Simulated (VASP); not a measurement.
Wanted: the native input for a VASP 6.6.1 run.

```
Task                   : single point
Functional             : LDA
Potentials or basis    : VASP PAW LDA potentials, release 64 (Ni)
Cutoff                 : 600 eV
k mesh                 : 10 × 10 × 10
Occupations            : gaussian, width 0.1 eV
Spin                   : collinear spin, ferromagnetic start
Starting moments       : [0.8] μB
Dipole correction      : no
Further INCAR settings : ALGO = Normal; EDIFF = 1e-06; NBANDS = 15
```

The structure of Ni lies in POSCAR:

```
Ni
1.0
    0.0000000000      1.7136454141      1.7136454141
    1.7136454141      0.0000000000      1.7136454141
    1.7136454141      1.7136454141      0.0000000000
Ni
1
Direct
    0.0000000000      0.0000000000      0.0000000000
```

The input as run:

INCAR

```
  PREC = Accurate
  ENCUT = 600
  EDIFF = 1E-6
  ISMEAR = 0
  SIGMA = 0.1
  LREAL = False
  LASPH = True
  NELM = 200
  ALGO = Normal
  ISIF = 2
  LWAVE = False
  LCHARG = True
  ISPIN = 2
  MAGMOM = 0.8
  LORBIT = 11
  LMAXMIX = 4
  GGA = CA
  LELF = True
  LVHAR = True
  NBANDS = 15
  GGA_COMPAT = False
```

KPOINTS

```
regular mesh
0
Gamma
  10 10 10
```

Potentials or basis: VASP PAW LDA potentials, release 64 (Ni).

Launch:

```console
$ cat potpaw_LDA.64/Ni/POTCAR > POTCAR
$ mpirun -np 1 vasp_std > vasp.out
```

It gave:

```
Pressure                                              : -0.6 GPa
Net moment                                            : 0.65 μB per cell
Site moments                                          : Ni +0.65 μB
Valence electrons inside the program's atomic spheres : Ni 9.47
```

Run time: 10 s on 1 thread of Intel(R) Xeon(R) 6975P-C (Granite Rapids), on a shared host, peak memory 0.13 GiB.
